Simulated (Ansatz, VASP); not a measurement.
# One calculation of Be2H3, two programs

File INCAR:

```
PREC = Accurate
ENCUT = 600
EDIFF = 1E-7
ISMEAR = 0
SIGMA = 0.1
LREAL = False
LASPH = True
NELM = 60
ALGO = Normal
ISIF = 3
LWAVE = False
LCHARG = False
GGA = PE
IBRION = 2
NSW = 90
EDIFFG = -0.04
```

The input KPOINTS:

```
regular mesh
0
Gamma
  6 6 6
```

The input POSCAR:

```
Be2H3
1.0
    1.7841643100      1.0300877500      3.2598775800
   -1.7841643100      1.0300877500      3.2598775800
    0.0000000000     -2.0601754900      3.2598775800
Be H
2 3
Direct
    0.5725774400      0.5725774400      0.5725774400
    0.3880372600      0.3880372600      0.3880372600
    0.0247165200      0.3401989400      0.0247165200
    0.0247165200      0.0247165200      0.3401989400
    0.3401989400      0.0247165200      0.0247165200
```

Input for Ansatz:

```yaml
crystal:
  lattice:
    - [1.78416431, 1.03008775, 3.25987758]
    - [-1.78416431, 1.03008775, 3.25987758]
    - [0.0, -2.06017549, 3.25987758]
  atoms:
    - { symbol: Be, position: [0.57257744, 0.57257744, 0.57257744] }
    - { symbol: Be, position: [0.38803726, 0.38803726, 0.38803726] }
    - { symbol: H, position: [0.02471652, 0.34019894, 0.02471652] }
    - { symbol: H, position: [0.02471652, 0.02471652, 0.34019894] }
    - { symbol: H, position: [0.34019894, 0.02471652, 0.02471652] }
basis:
  ecutwfc: 420
kpoints:
  mp_grid: { grid: [6, 6, 6] }
hamiltonian:
  xc: pbe
scf:
  occupations: { method: gaussian, width: 0.1 }
  lower_state_search: "off"
output:
  forces: true
  stress: true
  eigenvalues: true
relax:
  adjacent_minimum: "off"
  f_tol: 0.04
  max_steps: 70
  cell: { stress_tol: 0.4 }
```

Alike in both runs: task relaxation of cell and atoms; functional PBE; k mesh 6 × 6 × 6; occupations gaussian, width 0.1 eV; no spin polarisation.

```csv
,VASP,Ansatz
version,VASP 6.6.1,Ansatz 0.2.0
potentials or method,"VASP PAW PBE potentials, release 64 (Be, H), cutoff 600 eV","scalar-relativistic, plane waves, PAW"
valence electrons in the cell,7,7
```

VASP gave:

| Property | Result |
| --- | --- |
| gap on the k mesh at the Fermi level, each at its own relaxed structure (eV) | none |
| relaxed volume (Å³/atom) | 5.72 |
| relaxed cell length with the largest relative difference (Å) | 4.076 |

**Question.** What did Ansatz give for the same quantities?

**Answer.** gap on the k mesh at the Fermi level, each at its own relaxed structure (eV): none; relaxed volume (Å³/atom): 7.21; relaxed cell length with the largest relative difference (Å): 3.731.

A gap of «none» marks a metal or a gap that the smearing closes. One of these differences is far larger than is usual between the two programs; its cause wasn't traced.

Noted on VASP's run: the volume moved by over 15 % at a fixed basis, so the end points are rough.
